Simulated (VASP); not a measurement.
# CdS (Cm) in VASP: single point with r2SCAN

Aim: the single point of CdS with r2SCAN.

Program: VASP 6.6.1. These are calculated values, not measurements. Logs are shortened: lines on timing, memory, paths and dates and some standing lists are left out, and cuts for length are marked.

**1. The cell of the first run**

Symmetry: Cm, No. 8, monoclinic system. Conventional cell: a = 5.454 Å, b = 5.454 Å, c = 3.856 Å, α = 90.00°, β = 135.00°, γ = 90.00°. Cd (site symmetry m) has 6 S at 2.52 to 2.94 Å within 3.3 Å. Within 3.3 Å of S (site symmetry m) lie 6 Cd at 2.52 to 2.94 Å.

**2. Single point, r2SCAN (mode 4 frozen in at -0.162 Å and mode 5 at -0.081 Å (largest displacements))**

Contents of POSCAR:

```
CdS
1.0
    0.0000000000      2.7269062253      2.7269062253
    2.7269062253      0.0000000000      2.7269062253
    2.7269062253      2.7269062253      0.0000000000
Cd S
1 1
Direct
   -0.0042461853      0.0042461853      0.0127385560
    0.5148886675      0.4851113325      0.4553339976
```

Contents of INCAR.step1:

```
PREC = Accurate
ENCUT = 520
ISMEAR = 0
SIGMA = 0.05
LREAL = F
LASPH = T
NELM = 100
NBANDS = 16
GGA = PE
ALGO = Normal
EDIFF = 1E-4
LWAVE = T
LCHARG = F
```

Contents of INCAR.step2:

```
PREC = Accurate
ENCUT = 520
EDIFF = 1E-6
ISMEAR = 0
SIGMA = 0.05
LREAL = F
LASPH = T
NELM = 100
ALGO = Normal
ISIF = 2
LWAVE = F
LCHARG = T
METAGGA = R2SCAN
LMIXTAU = T
LELF = T
LVHAR = T
NBANDS = 16
ISTART = 1
```

Contents of KPOINTS:

```
Automatic mesh
0
Gamma
  8 8 8
```

Potentials or basis: VASP PAW PBE potentials, release 64 (Cd, S).

Run with:

```
$ cat potpaw_PBE.64/Cd/POTCAR potpaw_PBE.64/S/POTCAR > POTCAR
$ cp INCAR.step1 INCAR
$ mpirun -np 1 vasp_std > vasp.out
$ cp INCAR.step2 INCAR
$ mpirun -np 1 vasp_std > vasp.out
```

OUTCAR:

```text
PREC = Accurate
   ENCUT = 520
   EDIFF = 1E-6
   ISMEAR = 0
   LREAL = F
   LASPH = T
   NELM = 100
   ISIF = 2
   METAGGA = R2SCAN
   ISTART = 1

 ion  position               nearest neighbor table
   1  0.996  0.004  0.013-   2 2.52   2 2.63   2 2.74   2 2.74   2 2.84   2 2.94
   2  0.515  0.485  0.455-   1 2.52   1 2.63   1 2.74   1 2.74   1 2.84   1 2.94

  LATTYP: Found a face centered cubic cell.
 ALAT       =     5.4538124506

  Lattice vectors:

 A1 = (   0.0000000000,   2.7269062253,   2.7269062253)
 A2 = (   2.7269062253,   0.0000000000,   2.7269062253)
 A3 = (   2.7269062253,   2.7269062253,   0.0000000000)

Analysis of symmetry for initial positions (statically):
=====================================================================
 Subroutine PRICEL returns:
 Original cell was already a primitive cell.

 Routine SETGRP: Setting up the symmetry group for a
 face centered cubic supercell.

 Subroutine GETGRP returns: Found  2 space group operations
 (whereof  2 operations were pure point group operations)
 out of a pool of 48 trial point group operations.

The static configuration has the point symmetry C_1h.

Analysis of symmetry for dynamics (positions and initial velocities):
=====================================================================
 Subroutine PRICEL returns:
 Original cell was already a primitive cell.

 Routine SETGRP: Setting up the symmetry group for a
 face centered cubic supercell.

 Subroutine GETGRP returns: Found  2 space group operations
 (whereof  2 operations were pure point group operations)
 out of a pool of 48 trial point group operations.

The dynamic configuration has the point symmetry C_1h.

 Subroutine INISYM returns: Found  2 space group operations
 (whereof  2 operations are pure point group operations),
 and found     1 'primitive' translations

----------------------------------------------------------------------------------------

                                     Primitive cell

  volume of cell :      40.5546

  direct lattice vectors                    reciprocal lattice vectors
     0.000000000  2.726906225  2.726906225    -0.183357974  0.183357974  0.183357974
     2.726906225  0.000000000  2.726906225     0.183357974 -0.183357974  0.183357974
     2.726906225  2.726906225  0.000000000     0.183357974  0.183357974 -0.183357974

  length of vectors
     3.856427767  3.856427767  3.856427767     0.317585326  0.317585326  0.317585326

  position of ions in fractional coordinates (direct lattice)
     0.995753815  0.004246185  0.012738556
     0.514888668  0.485111332  0.455333998

  ion indices of the primitive-cell ions
   primitive index   ion index
                 1           1
                 2           2

----------------------------------------------------------------------------------------

 KPOINTS: Automatic mesh

Automatic generation of k-mesh.
 Grid dimensions read from file:
 generate k-points for:    8    8    8

 Generating k-lattice:

  Cartesian coordinates                     Fractional coordinates (reciprocal lattice)
    -0.022919747  0.022919747  0.022919747     0.125000000  0.000000000  0.000000000
     0.022919747 -0.022919747  0.022919747     0.000000000  0.125000000  0.000000000
     0.022919747  0.022919747 -0.022919747     0.000000000  0.000000000  0.125000000

  Length of vectors
     0.039698166  0.039698166  0.039698166

  Shift w.r.t. Gamma in fractional coordinates (k-lattice)
     0.000000000  0.000000000  0.000000000

 Subroutine IBZKPT returns following result:
 ===========================================

 Found    150 irreducible k-points:

 Following reciprocal coordinates:
            Coordinates               Weight
  0.000000  0.000000  0.000000      1.000000
  0.125000  0.000000  0.000000      4.000000
  0.000000  0.000000  0.125000      4.000000
  0.250000  0.000000  0.000000      4.000000
  0.000000  0.000000  0.250000      4.000000
  0.375000  0.000000  0.000000      4.000000
[... 16 lines left out ...]
  0.000000  0.125000  0.375000      4.000000
 -0.125000  0.250000 -0.125000      4.000000
 [... further k-points ...]
   k-points           NKPTS =    150   k-points in BZ     NKDIM =    150   number of bands    NBANDS=     16
   number of dos      NEDOS =    301   number of ions     NIONS =      2
   total plane-waves  NPLWV =  27000
   dimension x,y,z NGX =    30 NGY =   30 NGZ =   30
   dimension x,y,z NGXF=    60 NGYF=   60 NGZF=   60
   ions per type =               1   1
   NGX,Y,Z   is equivalent  to a cutoff of  12.93, 12.93, 12.93 a.u.
   NGXF,Y,Z  is equivalent  to a cutoff of  25.87, 25.87, 25.87 a.u.
 SYSTEM =  unknown system
   PREC   = accura    normal or accurate (medium, high low for compatibility)
   ISTART =      1    job   : 0-new  1-cont  2-samecut
   ICHARG =      0    charge: 1-file 2-atom 10-const
   ISPIN  =      1    spin polarized calculation?
   LNONCOLLINEAR =      F non collinear calculations
   LSORBIT =      F    spin-orbit coupling
   LASPH  =      T    aspherical Exc in radial PAW
   ENCUT  =  520.0 eV  38.22 Ry    6.18 a.u.   7.17  7.17  7.17*2*pi/ulx,y,z
   NELM   =    100;   NELMIN=  2; NELMDL=  0     # of ELM steps
   EDIFF  = 0.1E-05   stopping-criterion for ELM
   LREAL  =      F    real-space projection
   EDIFFG = 0.1E-04   stopping-criterion for IOM
   NSW    =      0    number of steps for IOM
   IBRION =     -1    ionic relax: 0-MD 1-quasi-New 2-CG
   NFREE  =      0    steps in history (QN), initial steepest desc. (CG)
   ISIF   =      2    stress and relaxation
   ISYM   =      2    0-nonsym 1-usesym 2-fastsym
   POTIM  = 0.5000    time-step for ionic-motion
   TEBEG  =    0.0;   TEEND  =   0.0 temperature during run
   PSTRESS=    0.0 pullay stress
   NELECT =      18.0000    total number of electrons
   NUPDOWN=      -1.0000    fix difference up-down
   EMIN   =  10.00;   EMAX   =-10.00  energy-range for DOS
   EFERMI =   0.00;   METHOD = LEGACY
   ISMEAR =     0;   SIGMA  =   0.05  broadening in eV -4-tet -1-fermi 0-gaus
   EFERMI_NEDOS =   21; number of points for ismear=-14 and -15
   IALGO  =     38    algorithm
   IMIX   =      4    mixing-type and parameters
     AMIX     =   0.40;   BMIX     =  1.00
     AMIX_MAG =   1.60;   BMIX_MAG =  1.00
  volume/ion in A,a.u.               =      20.28       136.84
  Fermi-wavevector in a.u.,A,eV,Ry     =   1.248779  2.359849 21.217580  1.559448
  Thomas-Fermi vector in A             =   2.382850
   LORBIT       =      0    0 simple, 1 ext, 2 COOP (PROOUT), +10 PAW based schemes
   METAGGA = R2SCAN    functional components
   LHFCALC =     F    Hartree Fock is set to
   AEXX    =    0.0000 exact exchange contribution
   IVDW    =     0    specifies the selected vdW correction
   LEPSILON=     F    determine dielectric tensor
   LRPA    =     F    only Hartree local field effects (RPA)
 non-spin polarized calculation
 Gauss-broadening in eV      SIGMA  =   0.05
  energy-cutoff  :      520.00
  volume of cell :       40.55
 maximum number of plane-waves:      1106
 NGX is ok and might be reduce to    30
   NGX = 15   NGY = 15   NGZ = 15

 number of electron      18.0000000 magnetization

 Free energy of the ion-electron system (eV)
  ---------------------------------------------------
  ext. energy  EPLUGINS =         0.00000000
  ---------------------------------------------------
  free energy    TOTEN  =       -29.46733436 eV

  energy without entropy =      -29.46733436  energy(sigma->0) =      -29.46733436

 E-fermi :   2.9520     XC(G=0): -10.9916

 val. band max:        2.7198510704   @ k =   0.0000   0.0000   0.5000
 cond. band min:       3.5563652303   @ k =   0.5000   0.5000   0.0000
 fundamental gap:      0.8365141599
 Fermi energy:         2.9520340639

 k-point     1 :       0.0000    0.0000    0.0000
  band No.  band energies     occupation
      1     -10.6299      2.00000
      2      -5.2089      2.00000
      3      -5.1533      2.00000
      4      -5.1415      2.00000
      5      -5.1094      2.00000
      6      -5.1071      2.00000
[... 8 lines left out ...]
     15      14.8012      0.00000
     16      15.1835      0.00000

 k-point     2 :       0.1250    0.0000    0.0000
  band No.  band energies     occupation
      1     -10.4955      2.00000
      2      -5.2583      2.00000
      3      -5.1755      2.00000
      4      -5.1310      2.00000
      5      -5.1022      2.00000
      6      -5.0924      2.00000
[... 8 lines left out ...]
     15      13.8262      0.00000
     16      14.7695      0.00000

 k-point     3 :       0.0000    0.0000    0.1250
  band No.  band energies     occupation
      1     -10.4954      2.00000
      2      -5.2547      2.00000
      3      -5.1908      2.00000
      4      -5.1443      2.00000
      5      -5.0924      2.00000
      6      -5.0846      2.00000
[... 8 lines left out ...]
     15      13.8519      0.00000
     16      14.7761      0.00000

 k-point     4 :       0.2500    0.0000    0.0000
  band No.  band energies     occupation
      1     -10.1381      2.00000
      2      -5.3578      2.00000
      3      -5.2840      2.00000
      4      -5.1606      2.00000
      5      -5.0271      2.00000
      6      -5.0243      2.00000
[... 8 lines left out ...]
     15      14.2078      0.00000
     16      14.5825      0.00000
[... 324 lines left out ...]
 k-point    22 :       0.1250    0.1250   -0.2500
  band No.  band energies     occupation
      1      -9.8179      2.00000
      2      -5.3548      2.00000
      3      -5.3369      2.00000
      4      -5.2316      2.00000
      5      -4.9662      2.00000
      6      -4.9333      2.00000
[... 8 lines left out ...]
     15      16.1193      0.00000
     16      16.1856      0.00000

 k-point    23 :       0.0000    0.1250    0.3750
  band No.  band energies     occupation
      1      -9.8144      2.00000
      2      -5.4175      2.00000
      3      -5.3013      2.00000
      4      -5.2025      2.00000
      5      -4.9781      2.00000
      6      -4.9340      2.00000
[... 8 lines left out ...]
     15      16.1561      0.00000
     16      16.2753      0.00000

 k-point    24 :      -0.1250    0.2500   -0.1250
  band No.  band energies     occupation
      1      -9.8191      2.00000
      2      -5.3490      2.00000
      3      -5.3284      2.00000
      4      -5.1927      2.00000
      5      -4.9735      2.00000
      6      -4.9384      2.00000
[... 8 lines left out ...]
     15      16.0622      0.00000
     16      16.2347      0.00000

 [... further k-points ...]

------------------------ aborting loop because EDIFF is reached ----------------------------------------

  FORCE on cell =-STRESS in cart. coord.  units (eV):
  Direction    XX          YY          ZZ          XY          YZ          ZX
  --------------------------------------------------------------------------------------
  -------------------------------------------------------------------------------------
  Total        1.2412996      0.3257290      0.0421097     -0.1055300      0.0000000      0.0000000
  in kB       49.0395640     12.8684544      1.6636131     -4.1691352      0.0000000      0.0000000
  external PRESSURE =      21.1905438 kB  Pullay stress =       0.0000000 kB

 VOLUME and BASIS-vectors are now :
 -----------------------------------------------------------------------------
  energy-cutoff  :      520.00
  volume of cell :       40.55
      direct lattice vectors                 reciprocal lattice vectors
     0.000000000  2.726906225  2.726906225    -0.183357974  0.183357974  0.183357974
     2.726906225  0.000000000  2.726906225     0.183357974 -0.183357974  0.183357974
     2.726906225  2.726906225  0.000000000     0.183357974  0.183357974 -0.183357974

 POSITION                                       TOTAL-FORCE (eV/Angst)
 -----------------------------------------------------------------------------------
      0.04632      2.75006      2.72691        -0.524395     -0.174547      0.000000
      2.56451      2.64571      2.72691         0.524395      0.174547      0.000000
 -----------------------------------------------------------------------------------
    total drift:                                0.000065      0.000551      0.000001

  FREE ENERGIE OF THE ION-ELECTRON SYSTEM (eV)
  ---------------------------------------------------
  free  energy   TOTEN  =       -29.4673343598 eV

  energy  without entropy=      -29.4673343598  energy(sigma->0) =      -29.46733436
```

Run time: 7.3 min. Hardware: 1 thread of Intel Xeon Platinum 8259CL at 2.50GHz (Skylake/Cascade Lake), shared host; peak memory 0.24 GiB.

What came out:

| Property | Result |
| --- | --- |
| Free energy | -29.4673 eV |
| Pressure | 2.1 GPa |
| Largest force | 0.553 eV/Å |
| Band gap on the k mesh | 0.84 eV, indirect (least direct gap 2.26 eV) |

Forces on the atoms (eV/Å):
```
Cd  -0.524 -0.175  0.000
S    0.524  0.175  0.000
```

Caveat: the cell differs from its parent crystal (mode 4 frozen in at -0.162 Å and mode 5 at -0.081 Å (largest displacements)); the PAW data sets were made with another functional, which shifts forces and pressure a little. A k mesh can miss the band edges.
